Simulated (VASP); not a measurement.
# AlCl (Pmmn) in VASP: relaxation of cell and atoms with PBE

Aim: the relaxation of cell and atoms of AlCl with PBE.

All numbers are computed with VASP 6.6.1; they aren't measurements. Logs are shortened: lines on timing, memory, paths and dates and some standing lists are left out, and cuts for length are marked.

### 1 The cell of the first run

The structure is orthorhombic, space group Pmmn (No. 59). Conventional cell: a = 3.447 Å, b = 3.654 Å, c = 8.764 Å, α = 90.00°, β = 90.00°, γ = 90.00°. Al (site symmetry mm2) has 1 Cl at 2.09 Å and 4 Al at 2.81 Å within 2.9 Å. Within 2.8 Å of Cl (site symmetry mm2) lie 1 Al at 2.09 Å.

The cell was built from a structure type or drawn by symmetry, and may not be a known phase.

### 2 Relaxation of cell and atoms, PBE

File INCAR:

```
SYSTEM = AlCl
  PREC = Accurate
  ENCUT = 600
  EDIFF = 1E-6
  ISMEAR = 0
  SIGMA = 0.1
  LREAL = .False.
  LASPH = .True.
  NELM = 100
  ALGO = Normal
  ISIF = 3
  LWAVE = .False.
  LCHARG = .False.
  GGA = PE
  IBRION = 2
  NSW = 100
  EDIFFG = -0.01
```

File KPOINTS:

```
Automatic mesh
0
Gamma
  14 12 6
  0 0 0
```

File POSCAR:

```
AlCl
1.0
    3.4467760379      0.0000000000      0.0000000000
    0.0000000000      3.6538425867      0.0000000000
    0.0000000000      0.0000000000      8.7642936196
Al Cl
2 2
Direct
    0.0000000000      0.0000000000      0.4284261225
    0.5000000000      0.5000000000      0.5715738775
    0.0000000000      0.0000000000      0.1894785857
    0.5000000000      0.5000000000      0.8105214143
```

Potentials or basis: VASP PAW PBE potentials, release 64 (Al, Cl).

On the command line:

```
$ cat potpaw_PBE.64/Al/POTCAR potpaw_PBE.64/Cl/POTCAR > POTCAR
$ mpirun -np 1 vasp_std > vasp.out
```

OUTCAR:

```text
SYSTEM = AlCl
   PREC = Accurate
   ENCUT = 600
   EDIFF = 1E-6
   ISMEAR = 0
   LREAL = .False.
   LASPH = .True.
   NELM = 100
   ISIF = 3
   GGA = PE
   IBRION = 2
   NSW = 100
   EDIFFG = -0.01

 ion  position               nearest neighbor table
   1  0.000  0.000  0.428-   3 2.09   2 2.81   2 2.81   2 2.81   2 2.81
   2  0.500  0.500  0.572-   4 2.09   1 2.81   1 2.81   1 2.81   1 2.81
   3  0.000  0.000  0.189-   1 2.09
   4  0.500  0.500  0.811-   2 2.09

  LATTYP: Found a simple orthorhombic cell.
 ALAT       =     3.4467760379
 B/A-ratio  =     1.0600754289
 C/A-ratio  =     2.5427511168

  Lattice vectors:

 A1 = (   3.4467760379,   0.0000000000,   0.0000000000)
 A2 = (   0.0000000000,   3.6538425867,   0.0000000000)
 A3 = (   0.0000000000,   0.0000000000,   8.7642936196)

Analysis of symmetry for initial positions (statically):
=====================================================================
 Subroutine PRICEL returns:
 Original cell was already a primitive cell.

 Routine SETGRP: Setting up the symmetry group for a
 simple orthorhombic supercell.

 Subroutine GETGRP returns: Found  8 space group operations
 (whereof  4 operations were pure point group operations)
 out of a pool of  8 trial point group operations.

The static configuration has the point symmetry C_2v.
 The point group associated with its full space group is D_2h.

Analysis of symmetry for dynamics (positions and initial velocities):
=====================================================================
 Subroutine PRICEL returns:
 Original cell was already a primitive cell.

 Routine SETGRP: Setting up the symmetry group for a
 simple orthorhombic supercell.

 Subroutine GETGRP returns: Found  8 space group operations
 (whereof  4 operations were pure point group operations)
 out of a pool of  8 trial point group operations.

The dynamic configuration has the point symmetry C_2v.
 The point group associated with its full space group is D_2h.

 Subroutine INISYM returns: Found  8 space group operations
 (whereof  4 operations are pure point group operations),
 and found     1 'primitive' translations

----------------------------------------------------------------------------------------

                                     Primitive cell

  volume of cell :     110.3773

  direct lattice vectors                    reciprocal lattice vectors
     3.446776038  0.000000000  0.000000000     0.290126190  0.000000000  0.000000000
     0.000000000  3.653842587  0.000000000     0.000000000  0.273684478  0.000000000
     0.000000000  0.000000000  8.764293620     0.000000000  0.000000000  0.114099327

  length of vectors
     3.446776038  3.653842587  8.764293620     0.290126190  0.273684478  0.114099327

  position of ions in fractional coordinates (direct lattice)
     0.000000000  0.000000000  0.428426122
     0.500000000  0.500000000  0.571573878
     0.000000000  0.000000000  0.189478586
     0.500000000  0.500000000  0.810521414

  ion indices of the primitive-cell ions
   primitive index   ion index
                 1           1
                 2           2
                 3           3
                 4           4

----------------------------------------------------------------------------------------

 KPOINTS: Automatic mesh

Automatic generation of k-mesh.
 Grid dimensions read from file:
 generate k-points for:   14   12    6

 Generating k-lattice:

  Cartesian coordinates                     Fractional coordinates (reciprocal lattice)
     0.020723299  0.000000000  0.000000000     0.071428571  0.000000000  0.000000000
     0.000000000  0.022807040  0.000000000     0.000000000  0.083333333  0.000000000
     0.000000000  0.000000000  0.019016554     0.000000000  0.000000000  0.166666667

  Length of vectors
     0.020723299  0.022807040  0.019016554

  Shift w.r.t. Gamma in fractional coordinates (k-lattice)
     0.000000000  0.000000000  0.000000000

 Subroutine IBZKPT returns following result:
 ===========================================

 Found    224 irreducible k-points:

 Following reciprocal coordinates:
            Coordinates               Weight
  0.000000  0.000000  0.000000      1.000000
  0.071429  0.000000  0.000000      2.000000
  0.142857  0.000000  0.000000      2.000000
  0.214286  0.000000  0.000000      2.000000
  0.285714  0.000000  0.000000      2.000000
  0.357143  0.000000  0.000000      2.000000
[... 16 lines left out ...]
  0.428571  0.166667  0.000000      4.000000
  0.500000  0.166667  0.000000      2.000000
 [... further k-points ...]
   k-points           NKPTS =    224   k-points in BZ     NKDIM =    224   number of bands    NBANDS=     14
   number of dos      NEDOS =    301   number of ions     NIONS =      4
   total plane-waves  NPLWV =  58800
   dimension x,y,z NGX =    28 NGY =   30 NGZ =   70
   dimension x,y,z NGXF=    56 NGYF=   60 NGZF=  140
   ions per type =               2   2
   NGX,Y,Z   is equivalent  to a cutoff of  13.51, 13.65, 13.28 a.u.
   NGXF,Y,Z  is equivalent  to a cutoff of  27.01, 27.30, 26.56 a.u.
 SYSTEM =  AlCl
   PREC   = accura    normal or accurate (medium, high low for compatibility)
   ISTART =      0    job   : 0-new  1-cont  2-samecut
   ICHARG =      2    charge: 1-file 2-atom 10-const
   ISPIN  =      1    spin polarized calculation?
   LNONCOLLINEAR =      F non collinear calculations
   LSORBIT =      F    spin-orbit coupling
   LASPH  =      T    aspherical Exc in radial PAW
   ENCUT  =  600.0 eV  44.10 Ry    6.64 a.u.   6.88  7.30 17.50*2*pi/ulx,y,z
   NELM   =    100;   NELMIN=  2; NELMDL= -5     # of ELM steps
   EDIFF  = 0.1E-05   stopping-criterion for ELM
   LREAL  =      F    real-space projection
   EDIFFG = -.1E-01   stopping-criterion for IOM
   NSW    =    100    number of steps for IOM
   IBRION =      2    ionic relax: 0-MD 1-quasi-New 2-CG
   NFREE  =      1    steps in history (QN), initial steepest desc. (CG)
   ISIF   =      3    stress and relaxation
   ISYM   =      2    0-nonsym 1-usesym 2-fastsym
   POTIM  = 0.5000    time-step for ionic-motion
   TEBEG  =    0.0;   TEEND  =   0.0 temperature during run
   PSTRESS=    0.0 pullay stress
   NELECT =      20.0000    total number of electrons
   NUPDOWN=      -1.0000    fix difference up-down
   EMIN   =  10.00;   EMAX   =-10.00  energy-range for DOS
   EFERMI =   0.00;   METHOD = LEGACY
   ISMEAR =     0;   SIGMA  =   0.10  broadening in eV -4-tet -1-fermi 0-gaus
   EFERMI_NEDOS =   21; number of points for ismear=-14 and -15
   IALGO  =     38    algorithm
   IMIX   =      4    mixing-type and parameters
     AMIX     =   0.40;   BMIX     =  1.00
     AMIX_MAG =   1.60;   BMIX_MAG =  1.00
  volume/ion in A,a.u.               =      27.59       186.22
  Fermi-wavevector in a.u.,A,eV,Ry     =   0.926385  1.750614 11.676375  0.858189
  Thomas-Fermi vector in A             =   2.052342
   LORBIT       =      0    0 simple, 1 ext, 2 COOP (PROOUT), +10 PAW based schemes
   GGA     = PE    functional components
   LHFCALC =     F    Hartree Fock is set to
   AEXX    =    0.0000 exact exchange contribution
   IVDW    =     0    specifies the selected vdW correction
   LEPSILON=     F    determine dielectric tensor
   LRPA    =     F    only Hartree local field effects (RPA)
 conjugate gradient relaxation of ions
 non-spin polarized calculation
 Gauss-broadening in eV      SIGMA  =   0.10
  energy-cutoff  :      600.00
  volume of cell :      110.38
 maximum number of plane-waves:      3742
 NGX is ok and might be reduce to    28
   NGX = 13   NGY = 15   NGZ = 35

--------------------------------------- Ionic step        1  -------------------------------------------

 number of electron      19.9999999 magnetization

 Free energy of the ion-electron system (eV)
  ---------------------------------------------------
  ext. energy  EPLUGINS =         0.00000000
  ---------------------------------------------------
  free energy    TOTEN  =       -13.91914354 eV

  energy without entropy =      -13.91476413  energy(sigma->0) =      -13.91695384

------------------------ aborting loop because EDIFF is reached ----------------------------------------

  FORCE on cell =-STRESS in cart. coord.  units (eV):
  Direction    XX          YY          ZZ          XY          YZ          ZX
  --------------------------------------------------------------------------------------
  -------------------------------------------------------------------------------------
  Total        0.2656583     -0.3237397     -0.1217057      0.0000000      0.0000000      0.0000000
  in kB        3.8561526     -4.6992295     -1.7666138      0.0000000      0.0000000      0.0000000
  external PRESSURE =      -0.8698969 kB  Pullay stress =       0.0000000 kB
[... 95 lines left out ...]
  FREE ENERGIE OF THE ION-ELECTRON SYSTEM (eV)
  ---------------------------------------------------
  free  energy   TOTEN  =       -13.9220636084 eV

  energy  without entropy=      -13.9183906807  energy(sigma->0) =      -13.92022714

[... ionic steps 4 to 40 ...]

--------------------------------------- Ionic step       41  -------------------------------------------

 number of electron      20.0000000 magnetization

------------------------ aborting loop because EDIFF is reached ----------------------------------------

  FORCE on cell =-STRESS in cart. coord.  units (eV):
  Direction    XX          YY          ZZ          XY          YZ          ZX
  --------------------------------------------------------------------------------------
  -------------------------------------------------------------------------------------
  Total       -0.0667204     -0.0093810     -0.0460761      0.0000000      0.0000000      0.0000000
  in kB       -0.9568015     -0.1345282     -0.6607531      0.0000000      0.0000000      0.0000000
  external PRESSURE =      -0.5840276 kB  Pullay stress =       0.0000000 kB
[... 61 lines left out ...]
  energy  without entropy=      -13.9303830852  energy(sigma->0) =      -13.93198561

--------------------------------------- Ionic step       43  -------------------------------------------

 number of electron      20.0000000 magnetization

 Free energy of the ion-electron system (eV)
  ---------------------------------------------------
  ext. energy  EPLUGINS =         0.00000000
  ---------------------------------------------------
  free energy    TOTEN  =       -13.93365308 eV

  energy without entropy =      -13.93039999  energy(sigma->0) =      -13.93202653

 E-fermi :   1.4459     XC(G=0):  -7.7319

 val. band max:        1.3581324998   @ k =   0.2857   0.3333   0.0000
 cond. band min:       1.4458798567   @ k =   0.4286   0.3333   0.0000
 fundamental gap:      0.0877473569
 Fermi energy:         1.4458624741

 k-point     1 :       0.0000    0.0000    0.0000
  band No.  band energies     occupation
      1     -13.6620      2.00000
      2     -13.5843      2.00000
      3      -6.4190      2.00000
      4      -3.3495      2.00000
      5      -2.2967      2.00000
      6      -0.4717      2.00000
      7      -0.3852      2.00000
      8      -0.3605      2.00000
      9      -0.2821      2.00000
     10       3.1870      0.00000
     11       4.0747      0.00000
     12       4.3441      0.00000
     13       5.8184      0.00000
     14       7.0560      0.00000
[... 375 lines left out ...]
 k-point    24 :       0.5000    0.1667    0.0000
  band No.  band energies     occupation
      1     -13.3417      2.00000
      2     -13.3417      2.00000
      3      -3.9078      2.00000
      4      -3.9078      2.00000
      5      -2.4607      2.00000
      6      -2.4607      2.00000
      7      -1.0879      2.00000
      8      -1.0879      2.00000
      9      -0.5719      2.00000
     10      -0.5719      2.00000
     11       4.5191      0.00000
     12       4.5191      0.00000
     13       5.1033      0.00000
     14       5.1033      0.00000

 [... further k-points ...]
[... 5 lines left out ...]
  --------------------------------------------------------------------------------------
  -------------------------------------------------------------------------------------
  Total       -0.0089693     -0.0065888     -0.0003725      0.0000000      0.0000000      0.0000000
  in kB       -0.1287402     -0.0945716     -0.0053464      0.0000000      0.0000000      0.0000000
  external PRESSURE =      -0.0762194 kB  Pullay stress =       0.0000000 kB
[... 19 lines left out ...]
  FREE ENERGIE OF THE ION-ELECTRON SYSTEM (eV)
  ---------------------------------------------------
  free  energy   TOTEN  =       -13.9336530830 eV

  energy  without entropy=      -13.9303999863  energy(sigma->0) =      -13.93202653

 reached required accuracy - stopping structural energy minimisation
```

Wall time 2.1 h (1 thread of Intel Xeon Platinum 8259CL at 2.50GHz (Skylake/Cascade Lake), shared host); peak memory 0.55 GiB.

Results:

```
Free energy                           : -13.9337 eV
Relaxed volume                        : 27.91 Å³/atom
Relaxed cell                          : a = 3.556 Å, b = 3.510 Å, c = 8.942 Å, α = 90.00°, β = 90.00°, γ = 90.00°
Space group after relaxing (to 0.1 Å) : P4/nmm (No. 129)
Energy gained by relaxing             : 3.6 meV/atom
Ionic steps                           : 43
Pressure after relaxing               : 0.0 GPa
Largest force after relaxing          : 0.007 eV/Å
Band gap on the k mesh                : zero (bands 10 and 11 overlap by 2.74 eV)
```

Forces on the atoms (eV/Å):
```
Al   0.000  0.000  0.007
Al   0.000  0.000 -0.007
Cl   0.000  0.000  0.005
Cl   0.000  0.000 -0.005
```

Step by step:
```
step  energy change (eV)  largest force (eV/Å)  pressure (GPa)  volume (Å³)
   1              0.0000                0.0461           -0.09       110.38
   3             -0.0029                0.1559            0.31       109.91
   5             -0.0048                0.1372            0.31       109.85
   7             -0.0109                0.0899            0.26       109.59
   9             -0.0124                0.0573            0.25       109.38
  11             -0.0129                0.0697            0.05       109.67
  13             -0.0133                0.0079           -0.01       110.05
  15             -0.0134                0.0383           -0.06       110.07
  17             -0.0135                0.0284           -0.04       110.03
  19             -0.0135                0.0245            0.01       109.94
  21             -0.0136                0.0255            0.02       109.92
  23             -0.0136                0.0161            0.03       109.90
  25             -0.0137                0.0437            0.16       110.00
  27             -0.0137                0.0286            0.10       110.00
  29             -0.0139                0.0219            0.05       110.25
  31             -0.0139                0.0285            0.03       110.42
  33             -0.0141                0.0205            0.04       111.19
  35             -0.0142                0.0190            0.03       111.43
  37             -0.0143                0.0346            0.02       111.53
  39             -0.0144                0.0114           -0.05       111.71
  41             -0.0144                0.0135           -0.06       111.72
  43             -0.0145                0.0066           -0.01       111.62
```

Final structure:
```yaml
crystal:
  lattice:
    - [3.55628, 0.00000, 0.00000]
    - [0.00000, 3.50999, 0.00000]
    - [0.00000, 0.00000, 8.94237]
  atoms:
    - { symbol: Al, position: [0.00000, 0.00000, 0.42947] }
    - { symbol: Al, position: [0.50000, 0.50000, 0.57053] }
    - { symbol: Cl, position: [0.00000, 0.00000, 0.19556] }
    - { symbol: Cl, position: [0.50000, 0.50000, 0.80444] }
```

Caveat: this functional lacks dispersion, which binds the layers, so the pressure and a relaxed spacing across them are unreliable.
